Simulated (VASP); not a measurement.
# Ge (Pm-3n) in VASP: further runs, part 2 of 2

VASP 6.6.1. The steps go on from the part before.

## 3. Single point, LDA

The input, INCAR:

```
  ALGO = Normal
  EDIFF = 1E-7
  ENCUT = 520
  GGA = CA
  ISIF = 2
  ISMEAR = -1
  LASPH = T
  LCHARG = F
  LREAL = F
  LWAVE = F
  NBANDS = 66
  NELM = 60
  PREC = Accurate
  SIGMA = 0.1
```

The input, KPOINTS:

```
k-points
0
Gamma
  7 7 7
```

The input, POSCAR:

```
Ge
1.0
    5.2889643432      0.0000000000      0.0000000000
    0.0000000000      5.2889643432      0.0000000000
    0.0000000000      0.0000000000      5.2889643432
Ge
8
Direct
    0.0000000000      1.0000000000      0.0000000000
    0.5000000000      0.5000000000      0.5000000000
    0.2500000000      0.0000000000      0.5000000000
    0.7500000000      0.0000000000      0.5000000000
    0.5000000000      0.2500000000      0.0000000000
    0.5000000000      0.7500000000      1.0000000000
    1.0000000000      0.5000000000      0.2500000000
    0.0000000000      0.5000000000      0.7500000000
```

Potentials or basis: VASP PAW LDA potentials, release 64 (Ge_d).

Run with:

```sh
$ cat potpaw_LDA.64/Ge_d/POTCAR > POTCAR
$ mpirun -np 1 vasp_std > vasp.out
```

OUTCAR:

```text
EDIFF = 1E-7
   ENCUT = 520
   GGA = CA
   ISIF = 2
   ISMEAR = -1
   LASPH = T
   LREAL = F
   NELM = 60
   PREC = Accurate

 ion  position               nearest neighbor table
   1  0.000  0.000  0.000-
   2  0.500  0.500  0.500-
   3  0.250  0.000  0.500-   4 2.64   4 2.64
   4  0.750  0.000  0.500-   3 2.64   3 2.64
   5  0.500  0.250  0.000-   6 2.64   6 2.64
   6  0.500  0.750  0.000-   5 2.64   5 2.64
   7  0.000  0.500  0.250-   8 2.64   8 2.64
   8  0.000  0.500  0.750-   7 2.64   7 2.64

  LATTYP: Found a simple cubic cell.
 ALAT       =     5.2889643432

  Lattice vectors:

 A1 = (   5.2889643432,   0.0000000000,   0.0000000000)
 A2 = (   0.0000000000,   5.2889643432,   0.0000000000)
 A3 = (   0.0000000000,   0.0000000000,   5.2889643432)

Analysis of symmetry for initial positions (statically):
=====================================================================
 Subroutine PRICEL returns:
 Original cell was already a primitive cell.

 Routine SETGRP: Setting up the symmetry group for a
 simple cubic supercell.

 Subroutine GETGRP returns: Found 48 space group operations
 (whereof 24 operations were pure point group operations)
 out of a pool of 48 trial point group operations.

The static configuration has the point symmetry T_h .
 The point group associated with its full space group is O_h .

Analysis of symmetry for dynamics (positions and initial velocities):
=====================================================================
 Subroutine PRICEL returns:
 Original cell was already a primitive cell.

 Routine SETGRP: Setting up the symmetry group for a
 simple cubic supercell.
[... 130 lines left out ...]
   IALGO  =     38    algorithm
   IMIX   =      4    mixing-type and parameters
     AMIX     =   0.40;   BMIX     =  1.00
     AMIX_MAG =   1.60;   BMIX_MAG =  1.00
  volume/ion in A,a.u.               =      18.49       124.80
  Fermi-wavevector in a.u.,A,eV,Ry     =   1.492028  2.819523 30.288561  2.226146
  Thomas-Fermi vector in A             =   2.604608
   LORBIT       =      0    0 simple, 1 ext, 2 COOP (PROOUT), +10 PAW based schemes
   GGA     = CA    functional components
   LHFCALC =     F    Hartree Fock is set to
   AEXX    =    0.0000 exact exchange contribution
   IVDW    =     0    specifies the selected vdW correction
   LEPSILON=     F    determine dielectric tensor
   LRPA    =     F    only Hartree local field effects (RPA)
 non-spin polarized calculation
  energy-cutoff  :      520.00
  volume of cell :      147.95
 maximum number of plane-waves:      4000
 NGX is ok and might be reduce to    40
   NGX = 19   NGY = 19   NGZ = 19

 number of electron     112.0000048 magnetization

 Free energy of the ion-electron system (eV)
  ---------------------------------------------------
  ext. energy  EPLUGINS =         0.00000000
  ---------------------------------------------------
  free energy    TOTEN  =       -38.67643617 eV

  energy without entropy =      -38.55784109  energy(sigma->0) =      -38.61713863

 E-fermi :   6.8512     XC(G=0): -11.6706

 val. band max:        6.7950954011   @ k =   0.1429   0.1429   0.0000
 cond. band min:       6.8726861507   @ k =   0.4286   0.4286   0.4286
 fundamental gap:      0.0775907496
 Fermi energy:         6.8512343202

 k-point     1 :       0.0000    0.0000    0.0000
  band No.  band energies     occupation
      1     -18.2061      2.00000
      2     -18.2009      2.00000
      3     -18.2009      2.00000
      4     -18.1286      2.00000
      5     -18.1286      2.00000
      6     -18.1286      2.00000
[... 1369 lines left out ...]
     65       9.5653      0.00000
     66       9.5782      0.00000

------------------------ aborting loop because EDIFF is reached ----------------------------------------

  FORCE on cell =-STRESS in cart. coord.  units (eV):
  Direction    XX          YY          ZZ          XY          YZ          ZX
  --------------------------------------------------------------------------------------
  -------------------------------------------------------------------------------------
  Total       -0.3972614     -0.3972614     -0.3972614      0.0000000     -0.0000000     -0.0000000
  in kB       -4.3020464     -4.3020464     -4.3020464      0.0000000     -0.0000000     -0.0000000
  external PRESSURE =      -4.3020464 kB  Pullay stress =       0.0000000 kB

 VOLUME and BASIS-vectors are now :
 -----------------------------------------------------------------------------
  energy-cutoff  :      520.00
  volume of cell :      147.95
      direct lattice vectors                 reciprocal lattice vectors
     5.288964343  0.000000000  0.000000000     0.189072933  0.000000000  0.000000000
     0.000000000  5.288964343  0.000000000     0.000000000  0.189072933  0.000000000
     0.000000000  0.000000000  5.288964343     0.000000000  0.000000000  0.189072933

 POSITION                                       TOTAL-FORCE (eV/Angst)
 -----------------------------------------------------------------------------------
      0.00000      0.00000      0.00000         0.000000     -0.000000     -0.000000
      2.64448      2.64448      2.64448         0.000000     -0.000000     -0.000000
      1.32224      0.00000      2.64448        -0.000000      0.000000      0.000000
      3.96672      0.00000      2.64448         0.000000     -0.000000      0.000000
      2.64448      1.32224      0.00000        -0.000000     -0.000000     -0.000000
      2.64448      3.96672      0.00000         0.000000      0.000000      0.000000
      0.00000      2.64448      1.32224         0.000000      0.000000      0.000000
      0.00000      2.64448      3.96672         0.000000      0.000000     -0.000000
 -----------------------------------------------------------------------------------
    total drift:                               -0.000000     -0.000000     -0.000000

  FREE ENERGIE OF THE ION-ELECTRON SYSTEM (eV)
  ---------------------------------------------------
  free  energy   TOTEN  =       -38.6764361651 eV

  energy  without entropy=      -38.5578410941  energy(sigma->0) =      -38.61713863
```

Wall time 95 s (1 thread of Intel Xeon Platinum 8559C (Emerald Rapids), shared host); peak memory 0.26 GiB.

What came out:

```
Free energy            : -38.6764 eV
Pressure               : -0.4 GPa
Band gap on the k mesh : zero (band 56 reaches 7.73 eV, above the bottom of band 57 at 5.74 eV)
```

Levels at points of the mesh, in eV from the Fermi level:
| k point | band 53 | band 54 | band 55 | band 56 | band 57 | band 58 | band 59 | band 60 |
| --- | --- | --- | --- | --- | --- | --- | --- | --- |
| (0.00, 0.00, 0.00) | -3.18 | -2.03 | -2.03 | -2.03 | -0.65 | -0.65 | -0.65 | -0.14 |

## 4. Relaxation of cell and atoms, LDA

This run uses another cell than the first one, of 19.24 Å³/atom, 1.040 times its volume.

The input, INCAR:

```
SYSTEM = Ge
PREC = Accurate
ENCUT = 600
EDIFF = 1E-6
ISMEAR = -1
SIGMA = 0.1
LREAL = .FALSE.
LASPH = .TRUE.
NELM = 100
ALGO = Normal
ISIF = 3
LWAVE = .FALSE.
LCHARG = .FALSE.
GGA = CA
IBRION = 2
NSW = 80
EDIFFG = -0.01
```

The input, KPOINTS:

```
Automatic mesh
0
G
  5 5 5
  0 0 0
```

The input, POSCAR:

```
Ge
1.0
    5.3590374343      0.0000000000      0.0000000000
    0.0000000000      5.3590374343      0.0000000000
    0.0000000000      0.0000000000      5.3590374343
Ge
8
Direct
    0.0000000000      0.0000000000      0.0000000000
    0.5000000000      0.5000000000      0.5000000000
    0.2500000000      0.0000000000      0.5000000000
    0.7500000000      0.0000000000      0.5000000000
    0.5000000000      0.2500000000      0.0000000000
    0.5000000000      0.7500000000      0.0000000000
    0.0000000000      0.5000000000      0.2500000000
    0.0000000000      0.5000000000      0.7500000000
```

Run with:

```sh
$ cat potpaw_LDA.64/Ge_d/POTCAR > POTCAR
$ mpirun -np 1 vasp_std > vasp.out
```

Run time: 3.4 min. Hardware: 1 thread of Intel Xeon Platinum 8559C (Emerald Rapids), shared host; peak memory 0.29 GiB.

It converged, with:

```
Free energy                            : -38.7790 eV
Relaxed volume                         : 18.54 Å³/atom
Relaxed cell                           : a = 5.293 Å, b = 5.293 Å, c = 5.293 Å, α = 90.00°, β = 90.00°, γ = 90.00°
Space group after relaxing (to 0.05 Å) : Pm-3n (No. 223)
Energy gained by relaxing              : 5.9 meV/atom
Ionic steps                            : 4
Pressure after relaxing                : 0.0 GPa
Band gap on the k mesh                 : zero (band 56 reaches 7.31 eV, above the bottom of band 57 at 5.43 eV)
```

Step by step:
```
step  energy change (eV)  largest force (eV/Å)  pressure (GPa)  volume (Å³)
   1              0.0000                0.0000           -2.58       153.91
   2             -0.0456                0.0000            0.16       147.11
   3             -0.0471                0.0000            0.31       147.64
   4             -0.0475                0.0000           -0.01       148.29
```

Final structure:
```
CELL_PARAMETERS angstrom
5.29298 0.00000 0.00000
0.00000 5.29298 0.00000
0.00000 0.00000 5.29298
ATOMIC_POSITIONS crystal
Ge 0.00000 0.00000 0.00000
Ge 0.50000 0.50000 0.50000
Ge 0.25000 0.00000 0.50000
Ge 0.75000 0.00000 0.50000
Ge 0.50000 0.25000 0.00000
Ge 0.50000 0.75000 0.00000
Ge 0.00000 0.50000 0.25000
Ge 0.00000 0.50000 0.75000
```

Levels at points of the mesh, in eV from the Fermi level:
```csv
k point,band 52,band 53,band 54,band 55,band 56,band 57,band 58,band 59,band 60,band 61
"(0.00, 0.00, 0.00)",-3.05,-3.05,-1.88,-1.88,-1.88,-0.52,-0.52,-0.52,0.00,3.00
```

## 5. Summary

| task | cell | k mesh | cutoff (eV) | gap on the mesh (eV) | pressure (GPa) |
| --- | --- | --- | --- | --- | --- |
| single point | a = 5.289 Å, 8 atoms | 5 × 5 × 5 | 520 | none | -0.1 |
| single point | a = 5.289 Å, 8 atoms | 7 × 7 × 7 | 520 | none | -0.4 |
| relaxation of cell and atoms | relaxed from a = 5.359 Å, 8 atoms | 5 × 5 × 5 | 600 | none | 0.0 |

Alike in all rows: level LDA; potentials or basis VASP PAW LDA potentials, release 64 (Ge_d); no spin polarisation; smearing fermi-dirac 0.1 eV.

Absolute energies hang on the potentials; compare differences alone.
